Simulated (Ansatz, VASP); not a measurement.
## Two plane-wave programs on Re

```
Re
1.0
     2.76639    0.00000    0.00000
    -1.38319    2.39576    0.00000
     0.00000    0.00000    8.93885
Re
4
Direct
  0.66667 0.33333 0.75000
  0.00000 0.00000 0.50000
  0.33333 0.66667 0.25000
  0.00000 0.00000 0.00000
```

Alike in both runs: functional PBE; k mesh 11 × 11 × 3; occupations fermi-dirac, width 0.05 eV; non-collinear spin, spin-orbit coupling.

|  | VASP | Ansatz |
| --- | --- | --- |
| version | VASP 6.6.1 | Ansatz 0.2.0 |
| potentials or method | VASP PAW PBE potentials, release 64 (Re) | Ansatz PAW |
| plane-wave cutoff (eV) | 520 | 420 |
| valence electrons in the cell | 28 | 60 |
| task | single point | band structure |

|  | VASP | Ansatz | Ansatz less VASP |
| --- | --- | --- | --- |
| pressure (GPa) | 3.7 | 4.0 | +0.34 |
| traceless stress, the component that is largest in VASP (GPa) | -0.33 | -0.29 | +0.041 |

The functional is the same, so the differences come from potentials, cutoffs and numerics. VASP's potentials hold 28 valence electrons a cell and Ansatz's 60, so a difference there can come from the potentials and not from the codes.
